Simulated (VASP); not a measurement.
# GaSb (l) (F-43m) in VASP: density of states with LDA

Aim: the density of states of GaSb (l) with LDA.

Everything below comes from runs of VASP 6.6.1. Logs are shortened: lines on timing, memory, paths and dates and some standing lists are left out, and cuts for length are marked.

## 1. The cell of the first run

The structure is cubic, space group F-43m (No. 216). Conventional cell: a = 6.049 Å, b = 6.049 Å, c = 6.049 Å, α = 90.00°, β = 90.00°, γ = 90.00°. Ga (site symmetry -43m) has 4 Sb at 2.62 Å within 3.5 Å. Within 3.5 Å of Sb (site symmetry -43m) lie 4 Ga at 2.62 Å.

## 2. Density of states, LDA

POSCAR reads:

```
GaSb
1.0
    0.0000000000      3.0243850670      3.0243850670
    3.0243850670      0.0000000000      3.0243850670
    3.0243850670      3.0243850670      0.0000000000
Ga Sb
1 1
Direct
    0.0000000000      0.0000000000      0.0000000000
    0.2500000000      0.2500000000      0.2500000000
```

INCAR.step1 reads:

```
SYSTEM = GaSb
PREC = Accurate
ENCUT = 400
EDIFF = 1E-6
ISMEAR = 0
SIGMA = 0.1
LREAL = .FALSE.
LASPH = .TRUE.
NELM = 120
ALGO = Normal
ISIF = 2
LWAVE = .FALSE.
LCHARG = .TRUE.
GGA = CA
NBANDS = 16
GGA_COMPAT = .FALSE.
NEDOS = 2001
LORBIT = 11
```

KPOINTS.step1 reads:

```
regular mesh
0
G
  12 12 12
  0 0 0
```

INCAR.step2 reads:

```
SYSTEM = GaSb
PREC = Accurate
ENCUT = 400
EDIFF = 1E-6
ISMEAR = -5
SIGMA = 0.1
LREAL = .FALSE.
LASPH = .TRUE.
NELM = 120
ALGO = Normal
ISIF = 2
LWAVE = .FALSE.
LCHARG = .FALSE.
GGA = CA
LORBIT = 11
NBANDS = 16
NEDOS = 2001
ICHARG = 11
GGA_COMPAT = .FALSE.
```

KPOINTS.step2 reads:

```
regular mesh
0
G
  18 18 18
  0 0 0
```

Potentials or basis: VASP PAW LDA potentials, release 64 (Ga_d, Sb).

The run is started by

```sh
> cat potpaw_LDA.64/Ga_d/POTCAR potpaw_LDA.64/Sb/POTCAR > POTCAR
> cp INCAR.step1 INCAR
> cp KPOINTS.step1 KPOINTS
> mpirun -np 1 vasp_std > vasp.out
> cp INCAR.step2 INCAR
> cp KPOINTS.step2 KPOINTS
> mpirun -np 1 vasp_std > vasp.out
```

OUTCAR:

```text
SYSTEM = GaSb
   PREC = Accurate
   ENCUT = 400
   EDIFF = 1E-6
   ISMEAR = -5
   LREAL = .FALSE.
   LASPH = .TRUE.
   NELM = 120
   ISIF = 2
   GGA = CA
   LORBIT = 11
   ICHARG = 11

 ion  position               nearest neighbor table
   1  0.000  0.000  0.000-   2 2.62   2 2.62   2 2.62   2 2.62
   2  0.250  0.250  0.250-   1 2.62   1 2.62   1 2.62   1 2.62

  LATTYP: Found a face centered cubic cell.
 ALAT       =     6.0487701340

  Lattice vectors:

 A1 = (   0.0000000000,   3.0243850670,   3.0243850670)
 A2 = (   3.0243850670,   0.0000000000,   3.0243850670)
 A3 = (   3.0243850670,   3.0243850670,   0.0000000000)

Analysis of symmetry for initial positions (statically):
=====================================================================
 Subroutine PRICEL returns:
 Original cell was already a primitive cell.

 Routine SETGRP: Setting up the symmetry group for a
 face centered cubic supercell.

 Subroutine GETGRP returns: Found 24 space group operations
 (whereof 24 operations were pure point group operations)
 out of a pool of 48 trial point group operations.

The static configuration has the point symmetry T_d .

Analysis of symmetry for dynamics (positions and initial velocities):
=====================================================================
 Subroutine PRICEL returns:
 Original cell was already a primitive cell.

 Routine SETGRP: Setting up the symmetry group for a
 face centered cubic supercell.

 Subroutine GETGRP returns: Found 24 space group operations
 (whereof 24 operations were pure point group operations)
 out of a pool of 48 trial point group operations.

The dynamic configuration has the point symmetry T_d .

 Subroutine INISYM returns: Found 24 space group operations
 (whereof 24 operations are pure point group operations),
 and found     1 'primitive' translations

----------------------------------------------------------------------------------------

                                     Primitive cell

  volume of cell :      55.3275

  direct lattice vectors                    reciprocal lattice vectors
     0.000000000  3.024385067  3.024385067    -0.165322864  0.165322864  0.165322864
     3.024385067  0.000000000  3.024385067     0.165322864 -0.165322864  0.165322864
     3.024385067  3.024385067  0.000000000     0.165322864  0.165322864 -0.165322864

  length of vectors
     4.277126380  4.277126380  4.277126380     0.286347599  0.286347599  0.286347599

  position of ions in fractional coordinates (direct lattice)
     0.000000000  0.000000000  0.000000000
     0.250000000  0.250000000  0.250000000

  ion indices of the primitive-cell ions
   primitive index   ion index
                 1           1
                 2           2

----------------------------------------------------------------------------------------

 KPOINTS: regular mesh

Automatic generation of k-mesh.
 Grid dimensions read from file:
 generate k-points for:   18   18   18

 Generating k-lattice:

  Cartesian coordinates                     Fractional coordinates (reciprocal lattice)
    -0.009184604  0.009184604  0.009184604     0.055555556  0.000000000  0.000000000
     0.009184604 -0.009184604  0.009184604     0.000000000  0.055555556  0.000000000
     0.009184604  0.009184604 -0.009184604     0.000000000  0.000000000  0.055555556

  Length of vectors
     0.015908200  0.015908200  0.015908200

  Shift w.r.t. Gamma in fractional coordinates (k-lattice)
     0.000000000  0.000000000  0.000000000

 TETIRR: Found    806 inequivalent tetrahedra from    34992

 Subroutine IBZKPT returns following result:
 ===========================================

 Found    195 irreducible k-points:

 Following reciprocal coordinates:
            Coordinates               Weight
  0.000000  0.000000  0.000000      1.000000
  0.055556  0.000000  0.000000      8.000000
  0.111111  0.000000  0.000000      8.000000
  0.166667  0.000000  0.000000      8.000000
  0.222222  0.000000  0.000000      8.000000
  0.277778  0.000000  0.000000      8.000000
[... 16 lines left out ...]
 -0.277778  0.055556  0.000000     24.000000
 -0.222222  0.055556  0.000000     24.000000
 [... further k-points ...]
   k-points           NKPTS =    195   k-points in BZ     NKDIM =    195   number of bands    NBANDS=     16
   number of dos      NEDOS =   2001   number of ions     NIONS =      2
   total plane-waves  NPLWV =  21952
   dimension x,y,z NGX =    28 NGY =   28 NGZ =   28
   dimension x,y,z NGXF=    56 NGYF=   56 NGZF=   56
   ions per type =               1   1
   NGX,Y,Z   is equivalent  to a cutoff of  10.88, 10.88, 10.88 a.u.
   NGXF,Y,Z  is equivalent  to a cutoff of  21.77, 21.77, 21.77 a.u.
 SYSTEM =  GaSb
   PREC   = accura    normal or accurate (medium, high low for compatibility)
   ISTART =      0    job   : 0-new  1-cont  2-samecut
   ICHARG =     11    charge: 1-file 2-atom 10-const
   ISPIN  =      1    spin polarized calculation?
   LNONCOLLINEAR =      F non collinear calculations
   LSORBIT =      F    spin-orbit coupling
   LASPH  =      T    aspherical Exc in radial PAW
   ENCUT  =  400.0 eV  29.40 Ry    5.42 a.u.   6.97  6.97  6.97*2*pi/ulx,y,z
   NELM   =    120;   NELMIN=  2; NELMDL=  0     # of ELM steps
   EDIFF  = 0.1E-05   stopping-criterion for ELM
   LREAL  =      F    real-space projection
   EDIFFG = 0.1E-04   stopping-criterion for IOM
   NSW    =      0    number of steps for IOM
   IBRION =     -1    ionic relax: 0-MD 1-quasi-New 2-CG
   NFREE  =      0    steps in history (QN), initial steepest desc. (CG)
   ISIF   =      2    stress and relaxation
   ISYM   =      2    0-nonsym 1-usesym 2-fastsym
   POTIM  = 0.5000    time-step for ionic-motion
   TEBEG  =    0.0;   TEEND  =   0.0 temperature during run
   PSTRESS=    0.0 pullay stress
   NELECT =      18.0000    total number of electrons
   NUPDOWN=      -1.0000    fix difference up-down
   EMIN   =  10.00;   EMAX   =-10.00  energy-range for DOS
   EFERMI =   0.00;   METHOD = LEGACY
   ISMEAR =    -5;   SIGMA  =   0.10  broadening in eV -4-tet -1-fermi 0-gaus
   EFERMI_NEDOS =   21; number of points for ismear=-14 and -15
   IALGO  =     38    algorithm
   IMIX   =      4    mixing-type and parameters
     AMIX     =   0.40;   BMIX     =  1.00
     AMIX_MAG =   1.60;   BMIX_MAG =  1.00
  volume/ion in A,a.u.               =      27.66       186.68
  Fermi-wavevector in a.u.,A,eV,Ry     =   1.125949  2.127734 17.248927  1.267760
  Thomas-Fermi vector in A             =   2.262628
   LORBIT       =     11    0 simple, 1 ext, 2 COOP (PROOUT), +10 PAW based schemes
   GGA     = CA    functional components
   LHFCALC =     F    Hartree Fock is set to
   AEXX    =    0.0000 exact exchange contribution
   IVDW    =     0    specifies the selected vdW correction
   LEPSILON=     F    determine dielectric tensor
   LRPA    =     F    only Hartree local field effects (RPA)
 non-spin polarized calculation
 Fermi weights with tetrahedron method with Bloechl corrections
  energy-cutoff  :      400.00
  volume of cell :       55.33
 maximum number of plane-waves:      1019

 number of electron      17.9999999 magnetization

 Free energy of the ion-electron system (eV)
  ---------------------------------------------------
  ext. energy  EPLUGINS =         0.00000000
  ---------------------------------------------------
  free energy    TOTEN  =        -8.67520588 eV

  energy without entropy =       -8.67520588  energy(sigma->0) =       -8.67520588

 E-fermi :   5.0352     XC(G=0):  -9.5446

 val. band max:        5.0349786372   @ k =   0.0000   0.0000   0.0000
 cond. band min:       5.1563584488   @ k =   0.0000   0.0000   0.0000
 fundamental gap:      0.1213798117
 Fermi energy:         5.0351711841

 k-point     1 :       0.0000    0.0000    0.0000
  band No.  band energies     occupation
      1     -10.1766      2.00000
      2     -10.1766      2.00000
      3     -10.1766      2.00000
      4     -10.1208      2.00000
      5     -10.1208      2.00000
      6      -6.7225      2.00000
[... 8 lines left out ...]
     15      13.6586      0.00000
     16      13.6586      0.00000

 k-point     2 :       0.0556    0.0000    0.0000
  band No.  band energies     occupation
      1     -10.1776      2.00000
      2     -10.1762      2.00000
      3     -10.1762      2.00000
      4     -10.1208      2.00000
      5     -10.1208      2.00000
      6      -6.6893      2.00000
[... 8 lines left out ...]
     15      13.3310      0.00000
     16      13.3310      0.00000

 k-point     3 :       0.1111    0.0000    0.0000
  band No.  band energies     occupation
      1     -10.1805      2.00000
      2     -10.1750      2.00000
      3     -10.1750      2.00000
      4     -10.1211      2.00000
      5     -10.1211      2.00000
      6      -6.5906      2.00000
[... 8 lines left out ...]
     15      12.9035      0.00000
     16      12.9035      0.00000

 k-point     4 :       0.1667    0.0000    0.0000
  band No.  band energies     occupation
      1     -10.1848      2.00000
      2     -10.1733      2.00000
      3     -10.1733      2.00000
      4     -10.1213      2.00000
      5     -10.1213      2.00000
      6      -6.4289      2.00000
[... 8 lines left out ...]
     15      12.6178      0.00000
     16      12.6178      0.00000
[... 324 lines left out ...]
 k-point    22 :      -0.3333    0.0556    0.0000
  band No.  band energies     occupation
      1     -10.2026      2.00000
      2     -10.1667      2.00000
      3     -10.1660      2.00000
      4     -10.1219      2.00000
      5     -10.1209      2.00000
      6      -5.5132      2.00000
[... 8 lines left out ...]
     15      12.8868      0.00000
     16      14.0573      0.00000

 k-point    23 :      -0.2778    0.0556    0.0000
  band No.  band energies     occupation
      1     -10.1979      2.00000
      2     -10.1685      2.00000
      3     -10.1675      2.00000
      4     -10.1221      2.00000
      5     -10.1209      2.00000
      6      -5.8161      2.00000
[... 8 lines left out ...]
     15      12.4179      0.00000
     16      13.4973      0.00000

 k-point    24 :      -0.2222    0.0556    0.0000
  band No.  band energies     occupation
      1     -10.1927      2.00000
      2     -10.1707      2.00000
      3     -10.1695      2.00000
      4     -10.1221      2.00000
      5     -10.1210      2.00000
      6      -6.0965      2.00000
[... 8 lines left out ...]
     15      12.2300      0.00000
     16      13.1397      0.00000

 [... further k-points ...]

------------------------ aborting loop because EDIFF is reached ----------------------------------------

  FORCE on cell =-STRESS in cart. coord.  units (eV):
  Direction    XX          YY          ZZ          XY          YZ          ZX
  --------------------------------------------------------------------------------------
  -------------------------------------------------------------------------------------
  Total        0.0209509      0.0209509      0.0209509      0.0000000      0.0000000     -0.0000000
  in kB        0.6066965      0.6066965      0.6066965      0.0000000      0.0000000     -0.0000000
  external PRESSURE =       0.6066965 kB  Pullay stress =       0.0000000 kB

 VOLUME and BASIS-vectors are now :
 -----------------------------------------------------------------------------
  energy-cutoff  :      400.00
  volume of cell :       55.33
      direct lattice vectors                 reciprocal lattice vectors
     0.000000000  3.024385067  3.024385067    -0.165322864  0.165322864  0.165322864
     3.024385067  0.000000000  3.024385067     0.165322864 -0.165322864  0.165322864
     3.024385067  3.024385067  0.000000000     0.165322864  0.165322864 -0.165322864

 POSITION                                       TOTAL-FORCE (eV/Angst)
 -----------------------------------------------------------------------------------
      0.00000      0.00000      0.00000        -0.000000     -0.000000     -0.000000
      1.51219      1.51219      1.51219         0.000000      0.000000      0.000000
 -----------------------------------------------------------------------------------
    total drift:                                0.000001      0.000001      0.000001

  FREE ENERGIE OF THE ION-ELECTRON SYSTEM (eV)
  ---------------------------------------------------
  free  energy   TOTEN  =        -8.6752058789 eV

  energy  without entropy=       -8.6752058789  energy(sigma->0) =       -8.67520588

 total charge

# of ion       s       p       d       tot
------------------------------------------
    1        0.921   0.800   9.966  11.687
    2        1.136   1.364   0.032   2.532
--------------------------------------------------
tot          2.057   2.164   9.998  14.219
```

It took 68 s on 1 thread of Intel Xeon Platinum 8375C at 2.90GHz (Ice Lake), shared host; peak memory 0.23 GiB.

What came out:

```yaml
Valence_electrons_inside_the_program's_atomic_spheres: Ga 11.69; Sb 2.53
```

Caveat: spin-orbit coupling is left out, which moves the levels of the heavy elements.
